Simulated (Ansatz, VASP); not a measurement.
**One calculation of TaN, two programs**

```
Ta N
1.0
     0.00000    2.17900    2.17900
     2.17900    0.00000    2.17900
     2.17900    2.17900    0.00000
Ta N
1 1
Cartesian
  2.1790 2.1790 2.1790
  0.0000 0.0000 0.0000
```

Alike in both runs: task single point; functional r2SCAN; k mesh 7 × 7 × 7; occupations gaussian, width 0.05 eV; collinear spin; Hubbard terms Ta d U = 4.0 eV.

|  | VASP | Ansatz |
| --- | --- | --- |
| version | VASP 6.6.1 | Ansatz 0.2.0 |
| potentials or method | VASP PAW PBE potentials, release 64 (Ta_sv_GW, N), cutoff 770 eV | scalar-relativistic, plane waves, PAW |
| valence electrons in the cell | 18 | 18 |

Ansatz gave:

- gap on the k mesh at the Fermi level (eV): none
- pressure (GPa): 13.5
- net moment per atom (μB): 0.08
- size of the moment on the site where the two differ most (μB): 0.07

Task: Estimate VASP's values.

Result: gap on the k mesh at the Fermi level (eV): none; pressure (GPa): 22.9; net moment per atom (μB): 0.00; size of the moment on the site where the two differ most (μB): 0.00.

VASP's potentials were made for PBE, not for r2SCAN. Site moments also hang on the region over which each program counts them. The programs project onto different local orbitals, so the same U acts differently, and such runs can settle in different states. A gap of «none» marks a metal or a gap that the smearing closes. Ansatz's warnings: filled band counts differ across k points, seeded moment not kept, stability check not made.

Spin-orbit coupling is off throughout.
